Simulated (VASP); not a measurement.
Crystal: DyGe3P.

```
Dy Ge P
1.0
     4.55485    0.00000    0.00000
     0.00000    4.55485    0.00000
     0.00000    0.00000    4.55485
Dy Ge P
1 3 1
Direct
  0.00000 0.00000 0.00000
  0.00000 0.50000 0.50000
  0.50000 0.00000 0.50000
  0.50000 0.50000 0.00000
  0.50000 0.50000 0.50000
```

The cell was built from a structure type or drawn by symmetry, and may not be a known phase.

| Quantity | Value |
| --- | --- |
| Program | VASP 6.6.1 |
| Task | relaxation of cell and atoms |
| Functional | PBE |
| Potentials or basis | VASP PAW PBE potentials, release 64 (Dy_3, Ge_d, P), 4f in core |
| Cutoff | 500 eV |
| k mesh | 4 × 4 × 4 |
| Occupations | gaussian, width 0.1 eV |
| Spin | no spin polarisation |

At the start: pressure 12.7 GPa; volume 18.90 Å³/atom.

Problem. How do energy, volume and symmetry change on relaxing?

Solution. Over 3 steps the energy falls by 94.6 meV/atom and the volume is 21.58 Å³/atom (+14.2 %); space group Pm-3m (No. 221, to 0.1 Å) before and after.

The path:
```
step  energy change (eV)  largest force (eV/Å)  pressure (GPa)  volume (Å³)
   1              0.0000                0.0000           12.68        94.50
   2             -0.3375                0.0000           -4.68       116.47
   3             -0.4732                0.0000           -0.03       107.88
```

Final structure:
```
CELL_PARAMETERS angstrom
4.76042 0.00000 0.00000
0.00000 4.76042 0.00000
0.00000 0.00000 4.76042
ATOMIC_POSITIONS crystal
Dy 0.00000 0.00000 0.00000
Ge 0.00000 0.50000 0.50000
Ge 0.50000 0.00000 0.50000
Ge 0.50000 0.50000 0.00000
P 0.50000 0.50000 0.50000
```
